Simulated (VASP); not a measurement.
# V2O3 (R-3c) in VASP: single point with PBE

Aim: the single point of V2O3 with PBE.

Everything below comes from runs of VASP 6.6.1. Logs are shortened: lines on timing, memory, paths and dates and some standing lists are left out, and cuts for length are marked.

## (1) The cell of the first run

It takes space group R-3c (No. 167, trigonal). Conventional cell: a = 4.852 Å, b = 4.852 Å, c = 14.312 Å, α = 90.00°, β = 90.00°, γ = 120.00°. Within 2.6 Å of V (site symmetry 3) lie 6 O at 1.97 to 2.04 Å and 1 V at 2.58 Å. Within 2.6 Å of O (site symmetry 2) lie 4 V at 1.97 to 2.04 Å.

## (2) Single point, PBE

INCAR

```
PREC     = Accurate       # precision mode
ENCUT    = 600            # plane-wave cutoff, eV
EDIFF    = 1E-6           # SCF threshold, eV
ISMEAR   = 0              # smearing method
SIGMA    = 0.05           # smearing width, eV
LREAL    = False          # projectors in reciprocal space
LASPH    = True           # aspherical terms in the spheres
NELM     = 120            # most SCF steps
ALGO     = Normal         # electronic algorithm
ISIF     = 2              # what is computed and relaxed
LWAVE    = False          # write WAVECAR
LCHARG   = False          # write CHGCAR
GGA      = PE             # functional
NBANDS   = 55             # bands
GGA_COMPAT= False
```

KPOINTS

```
regular mesh
0
Gamma
  6 6 6
```

POSCAR

```
V2O3
1.0
    2.4259268849      1.4006095401      4.7705933068
   -2.4259268849      1.4006095401      4.7705933068
    0.0000000000     -2.8012190801      4.7705933068
V O
4 6
Direct
    0.3402853339      0.3402853339      0.3402853339
    0.1597146661      0.1597146661      0.1597146661
    0.6597146661      0.6597146661      0.6597146661
    0.8402853339      0.8402853339      0.8402853339
    0.5744492821      0.9255507179      0.2500000000
    0.2500000000      0.5744492821      0.9255507179
    0.9255507179      0.2500000000      0.5744492821
    0.4255507179      0.0744492821      0.7500000000
    0.7500000000      0.4255507179      0.0744492821
    0.0744492821      0.7500000000      0.4255507179
```

Potentials or basis: VASP PAW PBE potentials, release 64 (V_sv, O).

Launch:

```bash
> cat potpaw_PBE.64/V_sv/POTCAR potpaw_PBE.64/O/POTCAR > POTCAR
> mpirun -np 1 vasp_std > vasp.out
```

OUTCAR:

```text
PREC = Accurate
   ENCUT = 600
   EDIFF = 1E-6
   ISMEAR = 0
   LREAL = False
   LASPH = True
   NELM = 120
   ISIF = 2
   GGA = PE

 ion  position               nearest neighbor table
   1  0.340  0.340  0.340-  10 1.97   8 1.97   9 1.97   5 2.04   6 2.04   7 2.04   2 2.58   3 2.81
                             3 2.81   3 2.81
   2  0.160  0.160  0.160-   9 1.97   8 1.97  10 1.97   5 2.04   7 2.04   6 2.04   1 2.58   4 2.81
                             4 2.81   4 2.81
   3  0.660  0.660  0.660-   7 1.97   5 1.97   6 1.97   8 2.04   9 2.04  10 2.04   4 2.58   1 2.81
                             1 2.81   1 2.81
   4  0.840  0.840  0.840-   6 1.97   5 1.97   7 1.97   8 2.04  10 2.04   9 2.04   3 2.58   2 2.81
                             2 2.81   2 2.81
   5  0.574  0.926  0.250-   3 1.97   4 1.97   1 2.04   2 2.04
   6  0.250  0.574  0.926-   4 1.97   3 1.97   1 2.04   2 2.04
   7  0.926  0.250  0.574-   3 1.97   4 1.97   2 2.04   1 2.04
   8  0.426  0.074  0.750-   1 1.97   2 1.97   3 2.04   4 2.04
   9  0.750  0.426  0.074-   2 1.97   1 1.97   3 2.04   4 2.04
  10  0.074  0.750  0.426-   1 1.97   2 1.97   4 2.04   3 2.04

  LATTYP: Found a trigonal (rhomboedric) cell.
 ALAT       =     5.5322137372
 COS(alpha) =     0.6154192791

  Lattice vectors:

 A1 = (   2.4259268849,   1.4006095401,   4.7705933068)
 A2 = (  -2.4259268849,   1.4006095401,   4.7705933068)
 A3 = (   0.0000000000,  -2.8012190801,   4.7705933068)

Analysis of symmetry for initial positions (statically):
=====================================================================
 Subroutine PRICEL returns:
 Original cell was already a primitive cell.

 Routine SETGRP: Setting up the symmetry group for a
 trigonal (rhombohedral) supercell.

 Subroutine GETGRP returns: Found 12 space group operations
 (whereof  6 operations were pure point group operations)
 out of a pool of 12 trial point group operations.

The static configuration has the point symmetry S_6 .
 The point group associated with its full space group is D_3d.

Analysis of symmetry for dynamics (positions and initial velocities):
=====================================================================
 Subroutine PRICEL returns:
 Original cell was already a primitive cell.

 Routine SETGRP: Setting up the symmetry group for a
 trigonal (rhombohedral) supercell.

 Subroutine GETGRP returns: Found 12 space group operations
 (whereof  6 operations were pure point group operations)
 out of a pool of 12 trial point group operations.

The dynamic configuration has the point symmetry S_6 .
 The point group associated with its full space group is D_3d.

 Subroutine INISYM returns: Found 12 space group operations
 (whereof  6 operations are pure point group operations),
 and found     1 'primitive' translations

----------------------------------------------------------------------------------------

                                     Primitive cell

  volume of cell :      97.2565

  direct lattice vectors                    reciprocal lattice vectors
     2.425926885  1.400609540  4.770593307     0.206106789  0.118995810  0.069872511
    -2.425926885  1.400609540  4.770593307    -0.206106789  0.118995810  0.069872511
     0.000000000 -2.801219080  4.770593307     0.000000000 -0.237991620  0.069872511

  length of vectors
     5.532213737  5.532213737  5.532213737     0.248036648  0.248036648  0.248036648

  position of ions in fractional coordinates (direct lattice)
     0.340285334  0.340285334  0.340285334
     0.159714666  0.159714666  0.159714666
     0.659714666  0.659714666  0.659714666
     0.840285334  0.840285334  0.840285334
     0.574449282  0.925550718  0.250000000
     0.250000000  0.574449282  0.925550718
     0.925550718  0.250000000  0.574449282
     0.425550718  0.074449282  0.750000000
     0.750000000  0.425550718  0.074449282
     0.074449282  0.750000000  0.425550718

  ion indices of the primitive-cell ions
   primitive index   ion index
                 1           1
                 2           2
                 3           3
                 4           4
                 5           5
                 6           6
                 7           7
                 8           8
                 9           9
                10          10

----------------------------------------------------------------------------------------

 KPOINTS: regular mesh

Automatic generation of k-mesh.
 Grid dimensions read from file:
 generate k-points for:    6    6    6

 Generating k-lattice:

  Cartesian coordinates                     Fractional coordinates (reciprocal lattice)
     0.034351131  0.019832635  0.011645419     0.166666667 -0.000000000 -0.000000000
    -0.034351131  0.019832635  0.011645419    -0.000000000  0.166666667 -0.000000000
     0.000000000 -0.039665270  0.011645419     0.000000000  0.000000000  0.166666667

  Length of vectors
     0.041339441  0.041339441  0.041339441

  Shift w.r.t. Gamma in fractional coordinates (k-lattice)
     0.000000000  0.000000000  0.000000000

 Subroutine IBZKPT returns following result:
 ===========================================

 Found     32 irreducible k-points:

 Following reciprocal coordinates:
            Coordinates               Weight
  0.000000  0.000000  0.000000      1.000000
  0.166667 -0.000000 -0.000000      6.000000
  0.333333  0.000000 -0.000000      6.000000
  0.500000 -0.000000  0.000000      3.000000
  0.166667  0.166667 -0.000000      6.000000
  0.333333  0.166667  0.000000     12.000000
[... 16 lines left out ...]
  0.500000  0.500000  0.166667      6.000000
 -0.333333  0.500000  0.166667     12.000000
 [... further k-points ...]
   k-points           NKPTS =     32   k-points in BZ     NKDIM =     32   number of bands    NBANDS=     55
   number of dos      NEDOS =    301   number of ions     NIONS =     10
   total plane-waves  NPLWV = 110592
   dimension x,y,z NGX =    48 NGY =   48 NGZ =   48
   dimension x,y,z NGXF=    96 NGYF=   96 NGZF=   96
   ions per type =               4   6
   NGX,Y,Z   is equivalent  to a cutoff of  14.42, 14.42, 14.42 a.u.
   NGXF,Y,Z  is equivalent  to a cutoff of  28.85, 28.85, 28.85 a.u.
 SYSTEM =  unknown system
   PREC   = accura    normal or accurate (medium, high low for compatibility)
   ISTART =      0    job   : 0-new  1-cont  2-samecut
   ICHARG =      2    charge: 1-file 2-atom 10-const
   ISPIN  =      1    spin polarized calculation?
   LNONCOLLINEAR =      F non collinear calculations
   LSORBIT =      F    spin-orbit coupling
   LASPH  =      T    aspherical Exc in radial PAW
   ENCUT  =  600.0 eV  44.10 Ry    6.64 a.u.  11.05 11.05 11.05*2*pi/ulx,y,z
   NELM   =    120;   NELMIN=  2; NELMDL= -5     # of ELM steps
   EDIFF  = 0.1E-05   stopping-criterion for ELM
   LREAL  =      F    real-space projection
   EDIFFG = 0.1E-04   stopping-criterion for IOM
   NSW    =      0    number of steps for IOM
   IBRION =     -1    ionic relax: 0-MD 1-quasi-New 2-CG
   NFREE  =      0    steps in history (QN), initial steepest desc. (CG)
   ISIF   =      2    stress and relaxation
   ISYM   =      2    0-nonsym 1-usesym 2-fastsym
   POTIM  = 0.5000    time-step for ionic-motion
   TEBEG  =    0.0;   TEEND  =   0.0 temperature during run
   PSTRESS=    0.0 pullay stress
   NELECT =      88.0000    total number of electrons
   NUPDOWN=      -1.0000    fix difference up-down
   EMIN   =  10.00;   EMAX   =-10.00  energy-range for DOS
   EFERMI =   0.00;   METHOD = LEGACY
   ISMEAR =     0;   SIGMA  =   0.05  broadening in eV -4-tet -1-fermi 0-gaus
   EFERMI_NEDOS =   21; number of points for ismear=-14 and -15
   IALGO  =     38    algorithm
   IMIX   =      4    mixing-type and parameters
     AMIX     =   0.40;   BMIX     =  1.00
     AMIX_MAG =   1.60;   BMIX_MAG =  1.00
  volume/ion in A,a.u.               =       9.73        65.63
  Fermi-wavevector in a.u.,A,eV,Ry     =   1.583420  2.992231 34.112803  2.507220
  Thomas-Fermi vector in A             =   2.683194
   LORBIT       =      0    0 simple, 1 ext, 2 COOP (PROOUT), +10 PAW based schemes
   GGA     = PE    functional components
   LHFCALC =     F    Hartree Fock is set to
   AEXX    =    0.0000 exact exchange contribution
   IVDW    =     0    specifies the selected vdW correction
   LEPSILON=     F    determine dielectric tensor
   LRPA    =     F    only Hartree local field effects (RPA)
 non-spin polarized calculation
 Gauss-broadening in eV      SIGMA  =   0.05
  energy-cutoff  :      600.00
  volume of cell :       97.26
 maximum number of plane-waves:      3262
 NGX is ok and might be reduce to    48
   NGX = 23   NGY = 23   NGZ = 23

 number of electron      88.0000011 magnetization

 Free energy of the ion-electron system (eV)
  ---------------------------------------------------
  ext. energy  EPLUGINS =         0.00000000
  ---------------------------------------------------
  free energy    TOTEN  =       -88.01950658 eV

  energy without entropy =      -88.00574454  energy(sigma->0) =      -88.01262556

 E-fermi :   8.2669     XC(G=0): -12.2009

 val. band max:        8.2648594362   @ k =   0.3333   0.1667   0.1667
 cond. band min:       8.2709501669   @ k =   0.3333   0.3333  -0.0000
 fundamental gap:      0.0060907307
 Fermi energy:         8.2669092810

 k-point     1 :       0.0000    0.0000    0.0000
  band No.  band energies     occupation
      1     -57.0368      2.00000
      2     -56.9823      2.00000
      3     -56.9769      2.00000
      4     -56.9306      2.00000
      5     -31.0989      2.00000
      6     -31.0345      2.00000
[... 47 lines left out ...]
     54      10.5007      0.00000
     55      10.5125      0.00000

 k-point     2 :       0.1667   -0.0000   -0.0000
  band No.  band energies     occupation
      1     -57.0328      2.00000
      2     -56.9841      2.00000
      3     -56.9756      2.00000
      4     -56.9341      2.00000
      5     -31.0906      2.00000
      6     -31.0346      2.00000
[... 1268 lines left out ...]
 k-point    24 :      -0.3333    0.5000    0.1667
  band No.  band energies     occupation
      1     -57.0109      2.00000
      2     -57.0015      2.00000
      3     -56.9613      2.00000
      4     -56.9532      2.00000
      5     -31.0683      2.00000
      6     -31.0378      2.00000
[... 47 lines left out ...]
     54      10.4594      0.00000
     55      10.7734      0.00000

 [... further k-points ...]

------------------------ aborting loop because EDIFF is reached ----------------------------------------

  FORCE on cell =-STRESS in cart. coord.  units (eV):
  Direction    XX          YY          ZZ          XY          YZ          ZX
  --------------------------------------------------------------------------------------
  -------------------------------------------------------------------------------------
  Total       -1.8281348     -1.8281348     -0.5994674     -0.0000000     -0.0000000      0.0000000
  in kB      -30.1162136    -30.1162136     -9.8754693     -0.0000000     -0.0000000      0.0000000
  external PRESSURE =     -23.3692988 kB  Pullay stress =       0.0000000 kB

 VOLUME and BASIS-vectors are now :
 -----------------------------------------------------------------------------
  energy-cutoff  :      600.00
  volume of cell :       97.26
      direct lattice vectors                 reciprocal lattice vectors
     2.425926885  1.400609540  4.770593307     0.206106789  0.118995810  0.069872511
    -2.425926885  1.400609540  4.770593307    -0.206106789  0.118995810  0.069872511
     0.000000000 -2.801219080  4.770593307     0.000000000 -0.237991620  0.069872511

 POSITION                                       TOTAL-FORCE (eV/Angst)
 -----------------------------------------------------------------------------------
      0.00000      0.00000      4.87009         0.000000      0.000000      0.055632
      0.00000      0.00000      2.28580         0.000000     -0.000000     -0.055632
      0.00000      0.00000      9.44169         0.000000     -0.000000     -0.055632
      0.00000      0.00000     12.02598         0.000000      0.000000      0.055632
     -0.85175      1.40061      8.34854         0.185566     -0.000000     -0.000000
     -0.78709     -1.43794      8.34854        -0.092783      0.160705     -0.000000
      1.63884      0.03733      8.34854        -0.092783     -0.160705     -0.000000
      0.85175     -1.40061      5.96324        -0.185566     -0.000000     -0.000000
      0.78709      1.43794      5.96324         0.092783     -0.160705     -0.000000
     -1.63884     -0.03733      5.96324         0.092783      0.160705     -0.000000
 -----------------------------------------------------------------------------------
    total drift:                                0.000000      0.000000      0.000000

  FREE ENERGIE OF THE ION-ELECTRON SYSTEM (eV)
  ---------------------------------------------------
  free  energy   TOTEN  =       -88.0195065766 eV

  energy  without entropy=      -88.0057445383  energy(sigma->0) =      -88.01262556
```

Wall time 4.4 min (1 thread of Intel Xeon Platinum 8259CL at 2.50GHz (Skylake/Cascade Lake), shared host); peak memory 0.4 GiB.

Results:

| Quantity | Value |
| --- | --- |
| Free energy | -88.0195 eV |
| Pressure | -2.3 GPa |
| Largest force | 0.186 eV/Å |
| Band gap on the k mesh | zero (bands 44 and 45 overlap by 0.16 eV) |

Forces in eV/Å, atoms in the order of the input:
```
V    0.000  0.000  0.056
V    0.000  0.000 -0.056
V    0.000  0.000 -0.056
V    0.000  0.000  0.056
O    0.186  0.000  0.000
O   -0.093  0.161  0.000
O   -0.093 -0.161  0.000
O   -0.186  0.000  0.000
O    0.093 -0.161  0.000
O    0.093  0.161  0.000
```

Caveat: the run has no spin polarisation, though such a crystal can be magnetic; semilocal functionals often make such compounds metallic where correlation or magnetic order opens a gap, which also shifts bond lengths.
